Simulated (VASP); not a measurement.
# Pt in VASP: a series of runs

Runs on Pt. Level: PBEsol. Tasks: single point.

Program: VASP 6.6.1. These are calculated values, not measurements. Logs are shortened: lines on timing, memory, paths and dates and some standing lists are left out, and cuts for length are marked.

## 1. The cell of the first run

The cell holds a slab with vacuum, 5 atoms: a = 2.771 Å, b = 2.771 Å, c = 18.036 Å, α = 90.00°, β = 90.00°, γ = 120.00°.

## 2. Single point, PBEsol

INCAR reads:

```
SYSTEM = Pt
  PREC = Accurate
  ENCUT = 520
  EDIFF = 1E-6
  ISMEAR = -1
  SIGMA = 0.08
  LREAL = .False.
  LASPH = .True.
  NELM = 60
  ALGO = Normal
  ISIF = 2
  LWAVE = .False.
  LCHARG = .True.
  LDIPOL = .True.
  IDIPOL = 3
  DIPOL = 0.5 0.5 0.500
  GGA = PS
  LELF = .True.
  LVHAR = .True.
  LVACPOTAV = .True.
  NBANDS = 33
```

KPOINTS reads:

```
regular mesh
0
Gamma
  17 17 1
  0 0 0
```

POSCAR reads:

```
Pt
1.0
    2.7712080012      0.0000000000      0.0000000000
   -1.3856040006      2.3999365282      0.0000000000
    0.0000000000      0.0000000000     18.0357000000
Pt
5
Direct
    0.8333333333      0.1666666667      0.2495040727
    0.1666666667      0.8333333333      0.3757024800
    0.5000000000      0.5000000000      0.5000000458
    0.8333333333      0.1666666667      0.6242975690
    0.1666666667      0.8333333333      0.7504959273
```

Potentials or basis: VASP PAW PBE potentials, release 64 (Pt).

Command:

```sh
$ cat potpaw_PBE.64/Pt/POTCAR > POTCAR
$ mpirun -np 1 vasp_std > vasp.out
```

OUTCAR:

```text
SYSTEM = Pt
   PREC = Accurate
   ENCUT = 520
   EDIFF = 1E-6
   ISMEAR = -1
   LREAL = .False.
   LASPH = .True.
   NELM = 60
   ISIF = 2
   GGA = PS

 ion  position               nearest neighbor table
   1  0.833  0.167  0.250-   2 2.78   2 2.78   2 2.78
   2  0.167  0.833  0.376-   3 2.75   3 2.75   3 2.75   1 2.78   1 2.78   1 2.78
   3  0.500  0.500  0.500-   4 2.75   4 2.75   4 2.75   2 2.75   2 2.75   2 2.75
   4  0.833  0.167  0.624-   3 2.75   3 2.75   3 2.75   5 2.78   5 2.78   5 2.78
   5  0.167  0.833  0.750-   4 2.78   4 2.78   4 2.78

  LATTYP: Found a hexagonal cell.
 ALAT       =     2.7712080012
 C/A-ratio  =     6.5082447771

  Lattice vectors:

 A1 = (   2.7712080012,   0.0000000000,   0.0000000000)
 A2 = (  -1.3856040006,   2.3999365282,   0.0000000000)
 A3 = (   0.0000000000,   0.0000000000,  18.0357000000)

Analysis of symmetry for initial positions (statically):
=====================================================================
 Subroutine PRICEL returns:
 Original cell was already a primitive cell.

 Routine SETGRP: Setting up the symmetry group for a
 hexagonal supercell.

 Subroutine GETGRP returns: Found 12 space group operations
 (whereof  4 operations were pure point group operations)
 out of a pool of 24 trial point group operations.

The static configuration has the point symmetry C_2h.
 The point group associated with its full space group is D_3d.

Analysis of symmetry for dynamics (positions and initial velocities):
=====================================================================
 Subroutine PRICEL returns:
 Original cell was already a primitive cell.

 Routine SETGRP: Setting up the symmetry group for a
 hexagonal supercell.

 Subroutine GETGRP returns: Found 12 space group operations
 (whereof  4 operations were pure point group operations)
 out of a pool of 24 trial point group operations.

The dynamic configuration has the point symmetry C_2h.
 The point group associated with its full space group is D_3d.

 Subroutine INISYM returns: Found 12 space group operations
 (whereof  4 operations are pure point group operations),
 and found     1 'primitive' translations

----------------------------------------------------------------------------------------

                                     Primitive cell

  volume of cell :     119.9505

  direct lattice vectors                    reciprocal lattice vectors
     2.771208001  0.000000000  0.000000000     0.360853462  0.208338843  0.000000000
    -1.385604001  2.399936528  0.000000000     0.000000000  0.416677686  0.000000000
[... 85 lines left out ...]
   ISPIN  =      1    spin polarized calculation?
   LNONCOLLINEAR =      F non collinear calculations
   LSORBIT =      F    spin-orbit coupling
   LASPH  =      T    aspherical Exc in radial PAW
   ENCUT  =  520.0 eV  38.22 Ry    6.18 a.u.   5.15  5.15 33.53*2*pi/ulx,y,z
   NELM   =     60;   NELMIN=  2; NELMDL= -5     # of ELM steps
   EDIFF  = 0.1E-05   stopping-criterion for ELM
   LREAL  =      F    real-space projection
[... 7 lines left out ...]
   TEBEG  =    0.0;   TEEND  =   0.0 temperature during run
   PSTRESS=    0.0 pullay stress
   NELECT =      50.0000    total number of electrons
   NUPDOWN=      -1.0000    fix difference up-down
   EMIN   =  10.00;   EMAX   =-10.00  energy-range for DOS
   EFERMI =   0.00;   METHOD = LEGACY
   ISMEAR =    -1;   SIGMA  =   0.08  broadening in eV -4-tet -1-fermi 0-gaus
   EFERMI_NEDOS =   21; number of points for ismear=-14 and -15
   IALGO  =     38    algorithm
   IMIX   =      4    mixing-type and parameters
     AMIX     =   0.40;   BMIX     =  1.00
     AMIX_MAG =   1.60;   BMIX_MAG =  1.00
  volume/ion in A,a.u.               =      23.99       161.89
  Fermi-wavevector in a.u.,A,eV,Ry     =   1.222919  2.310981 20.347918  1.495530
  Thomas-Fermi vector in A             =   2.358048
   LORBIT       =      0    0 simple, 1 ext, 2 COOP (PROOUT), +10 PAW based schemes
   GGA     = PS    functional components
   LHFCALC =     F    Hartree Fock is set to
   AEXX    =    0.0000 exact exchange contribution
   IVDW    =     0    specifies the selected vdW correction
   LEPSILON=     F    determine dielectric tensor
   LRPA    =     F    only Hartree local field effects (RPA)
 non-spin polarized calculation
  energy-cutoff  :      520.00
  volume of cell :      119.95
 maximum number of plane-waves:      3253
 NGX is ok and might be reduce to    24
   NGX = 11   NGY = 11   NGZ = 67

 number of electron      50.0000000 magnetization

 dipolmoment           0.000000      0.000000     -0.000011 electrons x Angstroem

 Free energy of the ion-electron system (eV)
  ---------------------------------------------------
  ext. energy  EPLUGINS =         0.00000000
  ---------------------------------------------------
  free energy    TOTEN  =       -33.38895456 eV

  energy without entropy =      -33.18954299  energy(sigma->0) =      -33.28924878

 E-fermi :   4.7684     XC(G=0):  -9.4738

 val. band max:        4.7582148195   @ k =   0.4706   0.0000   0.0000
 cond. band min:       4.7749055668   @ k =   0.4706   0.0000   0.0000
 fundamental gap:      0.0166907473
 Fermi energy:         4.7684229110

 k-point     1 :       0.0000    0.0000    0.0000
  band No.  band energies     occupation
      1      -5.2272      2.00000
      2      -4.1596      2.00000
      3      -3.0880      2.00000
      4      -2.4406      2.00000
      5      -2.3786      2.00000
      6       0.7801      2.00000
[... 853 lines left out ...]
     32      11.9297      0.00000
     33      13.9751      0.00000

 [... further k-points ...]
[... 5 lines left out ...]
  --------------------------------------------------------------------------------------
  -------------------------------------------------------------------------------------
  Total       -4.5254816     -4.5254816     -0.2427248      0.0000000      0.0000000      0.0000000
  in kB      -60.4468264    -60.4468264     -3.2420740      0.0000000      0.0000000      0.0000000
  external PRESSURE =     -41.3785756 kB  Pullay stress =       0.0000000 kB

 VOLUME and BASIS-vectors are now :
 -----------------------------------------------------------------------------
  energy-cutoff  :      520.00
  volume of cell :      119.95
      direct lattice vectors                 reciprocal lattice vectors
     2.771208001  0.000000000  0.000000000     0.360853462  0.208338843  0.000000000
    -1.385604001  2.399936528  0.000000000     0.000000000  0.416677686  0.000000000
     0.000000000  0.000000000 18.035700000     0.000000000  0.000000000  0.055445588

 POSITION                                       TOTAL-FORCE (eV/Angst)
 -----------------------------------------------------------------------------------
      2.07841      0.39999      4.49998         0.000000      0.000000      0.018785
     -0.69280      1.99995      6.77606         0.000000     -0.000000      0.002516
      0.69280      1.19997      9.01785         0.000000      0.000000      0.000000
      2.07841      0.39999     11.25964         0.000000      0.000000     -0.002516
     -0.69280      1.99995     13.53572        -0.000000      0.000000     -0.018785
 -----------------------------------------------------------------------------------
    total drift:                                0.000000     -0.000000     -0.001661

  FREE ENERGIE OF THE ION-ELECTRON SYSTEM (eV)
  ---------------------------------------------------
  free  energy   TOTEN  =       -33.3889545603 eV

  energy  without entropy=      -33.1895429897  energy(sigma->0) =      -33.28924878

 vacuum level on the upper side and lower side of the slab        10.543        10.543
```

stdout:

```text
POSCAR found type information on POSCAR Pt
 POSCAR found :  1 types and       5 ions
 scaLAPACK will be used
 -----------------------------------------------------------------------------
|                                                                             |
[... 23 lines left out ...]
|     field-free region was found. Please increase the size of  your cell     |
|     in the dimension of the dipole correction to obtain accurate            |
|     workfunction values.                                                    |
|                                                                             |
 -----------------------------------------------------------------------------
```

Wall time 1.7 min (1 thread of Intel Xeon 6975P-C (Granite Rapids), shared host); peak memory 0.32 GiB.

What came out:

| Quantity | Value |
| --- | --- |
| Free energy | -33.3890 eV |
| Largest force | 0.019 eV/Å |
| Band gap on the k mesh | zero (bands 25 and 26 overlap by 1.53 eV) |

Forces in eV/Å, atoms in the order of the input:
```
Pt   0.000  0.000  0.019
Pt   0.000  0.000  0.003
Pt   0.000  0.000  0.000
Pt   0.000  0.000 -0.003
Pt   0.000  0.000 -0.019
```

Levels at points of the mesh, in eV from the Fermi level:
```csv
k point,band 21,band 22,band 23,band 24,band 25,band 26,band 27,band 28,band 29,band 30
"(0.00, 0.00, 0.00)",-1.69,-1.49,-1.49,-0.98,-0.98,-0.34,-0.34,-0.23,0.01,0.01
```

Caveat: the PAW data sets were made with another functional, which shifts forces and pressure a little; spin-orbit coupling is left out, which moves the levels of the heavy elements.

## 3. Single point, PBEsol

This run uses another cell than the first one.

INCAR reads:

```
PREC = Accurate ; ENCUT = 520
EDIFF = 1E-7 ; ISMEAR = -1
SIGMA = 0.08 ; LREAL = F
LASPH = T ; NELM = 100
ALGO = Normal ; ISIF = 2
LWAVE = F ; LCHARG = F
LDIPOL = T ; IDIPOL = 3
DIPOL = 0.5 0.5 0.500 ; GGA = PS
NBANDS = 33
```

KPOINTS reads:

```
Automatic mesh
0
Gamma
  17 17 1
```

POSCAR reads:

```
Pt
1.0
    2.7712080012      0.0000000000      0.0000000000
   -1.3856040006      2.3999365282      0.0000000000
    0.0000000000      0.0000000000     25.0507000000
Pt
5
Direct
    0.8333333330      0.1666666670      0.3193518061
    0.1666666670      0.8333333330      0.4096759028
    0.5000000000      0.5000000000      0.5000000000
    0.8333333330      0.1666666670      0.5903240972
    0.1666666670      0.8333333330      0.6806481939
```

Potentials or basis: VASP PAW PBE potentials, release 64 (Pt).

Command:

```sh
$ cat potpaw_PBE.64/Pt/POTCAR > POTCAR
$ mpirun -np 1 vasp_std > vasp.out
```

Wall time 2.4 min (1 thread of Intel Xeon 6975P-C (Granite Rapids), shared host); peak memory 0.4 GiB.

Results (log left out):

```yaml
Free_energy: -33.3877 eV
Largest_force: 0.228 eV/Å
Band_gap_on_the_k_mesh: zero (bands 25 and 26 overlap by 1.54 eV)
```

Forces on the atoms (eV/Å):
```
Pt   0.000  0.000 -0.071
Pt   0.000  0.000  0.228
Pt   0.000  0.000  0.000
Pt   0.000  0.000 -0.228
Pt   0.000  0.000  0.071
```

Levels at points of the mesh, in eV from the Fermi level:
```csv
k point,band 23,band 24,band 25,band 26,band 27,band 28
"(0.00, 0.00, 0.00)",-1.48,-1.00,-1.00,-0.33,-0.33,-0.22
```

Caveat: the PAW data sets were made with another functional, which shifts forces and pressure a little; spin-orbit coupling is left out, which moves the levels of the heavy elements.

## 4. Single point, PBEsol

This run uses another cell than the first one.

INCAR reads:

```
PREC = Accurate ; ENCUT = 520
EDIFF = 1E-7 ; ISMEAR = -1
SIGMA = 0.08 ; LREAL = False
LASPH = True ; NELM = 100
ALGO = Normal ; ISIF = 2
LWAVE = False ; LCHARG = False
LDIPOL = True ; IDIPOL = 3
DIPOL = 0.5 0.5 0.500 ; GGA = PS
NBANDS = 33
```

KPOINTS is that of step 3.

POSCAR reads:

```
Pt
1.0
    2.7712080012      0.0000000000      0.0000000000
   -1.3856040006      2.3999365282      0.0000000000
    0.0000000000      0.0000000000     25.0507000000
Pt
5
Direct
    0.8333333333      0.1666666667      0.3196509584
    0.1666666667      0.8333333333      0.4105097613
    0.5000000000      0.5000000000      0.5000000193
    0.8333333333      0.1666666667      0.5894902467
    0.1666666667      0.8333333333      0.6803490143
```

Command:

```sh
$ cat potpaw_PBE.64/Pt/POTCAR > POTCAR
$ mpirun -np 1 vasp_std > vasp.out
```

Run time: 2.5 min. Hardware: 1 thread of Intel Xeon 6975P-C (Granite Rapids), shared host; peak memory 0.4 GiB.

Results (log left out):

```yaml
Free_energy: -33.3921 eV
Largest_force: 0.019 eV/Å
Band_gap_on_the_k_mesh: zero (bands 25 and 26 overlap by 1.53 eV)
```

Forces in eV/Å, atoms in the order of the input:
```
Pt   0.000  0.000  0.019
Pt   0.000  0.000  0.003
Pt   0.000  0.000  0.000
Pt   0.000  0.000 -0.003
Pt   0.000  0.000 -0.019
```

Levels at points of the mesh, in eV from the Fermi level:
```csv
k point,band 22,band 23,band 24,band 25,band 26,band 27,band 28,band 29
"(0.00, 0.00, 0.00)",-1.49,-1.49,-0.98,-0.98,-0.34,-0.34,-0.22,0.01
```

Caveat: the PAW data sets were made with another functional, which shifts forces and pressure a little; spin-orbit coupling is left out, which moves the levels of the heavy elements.

## 5. Single point, PBEsol

This run uses another cell than the first one.

INCAR reads:

```
SYSTEM = Pt
ALGO = Normal
DIPOL = 0.5 0.5 0.500
EDIFF = 1E-7
ENCUT = 520
GGA = PS
IDIPOL = 3
ISIF = 2
ISMEAR = -1
LASPH = .True.
LCHARG = .True.
LDIPOL = .True.
LELF = .True.
LREAL = .False.
LVACPOTAV = .True.
LVHAR = .True.
LWAVE = .False.
NBANDS = 33
NELM = 80
PREC = Accurate
SIGMA = 0.08
```

KPOINTS reads:

```
k-points
0
Gamma
  17 17 1
  0 0 0
```

POSCAR is that of step 4.

Command:

```sh
$ cat potpaw_PBE.64/Pt/POTCAR > POTCAR
$ mpirun -np 1 vasp_std > vasp.out
```

Run time: 2.8 min. Hardware: 1 thread of Intel Xeon 6975P-C (Granite Rapids), shared host; peak memory 0.4 GiB.

The run converged. Its results:

- Free energy: -33.3921 eV
- Largest force: 0.019 eV/Å
- Band gap on the k mesh: zero (bands 25 and 26 overlap by 1.53 eV)

Forces on the atoms (eV/Å):
```
Pt   0.000  0.000  0.019
Pt   0.000  0.000  0.003
Pt   0.000  0.000  0.000
Pt   0.000  0.000 -0.003
Pt   0.000  0.000 -0.019
```

Levels at points of the mesh, in eV from the Fermi level:
```
           k point  band 22  band 23  band 24  band 25  band 26  band 27  band 28  band 29
(0.00, 0.00, 0.00)    -1.49    -1.49    -0.98    -0.98    -0.34    -0.34    -0.22     0.01
```

Caveat: the PAW data sets were made with another functional, which shifts forces and pressure a little; spin-orbit coupling is left out, which moves the levels of the heavy elements.

## 6. Overview

| cell | gap on the mesh (eV) | largest force (eV/Å) |
| --- | --- | --- |
| a = 2.771, b = 2.771, c = 18.036 Å, angles 90.0, 90.0, 120.0°, 5 atoms, atomic positions A | none | 0.02 |
| a = 2.771, b = 2.771, c = 25.051 Å, angles 90.0, 90.0, 120.0°, 5 atoms, atomic positions B | none | 0.23 |
| a = 2.771, b = 2.771, c = 25.051 Å, angles 90.0, 90.0, 120.0°, 5 atoms, atomic positions A | none | 0.02 |

Alike in all rows: task single point; level PBEsol; potentials or basis VASP PAW PBE potentials, release 64 (Pt); no spin polarisation; k mesh 17 × 17 × 1; cutoff (eV) 520; smearing fermi-dirac 0.08 eV.

Caveats: the PAW data sets were made with another functional, which shifts forces and pressure a little; spin-orbit coupling is left out, which moves the levels of the heavy elements.

Absolute energies hang on the potentials; compare differences alone.
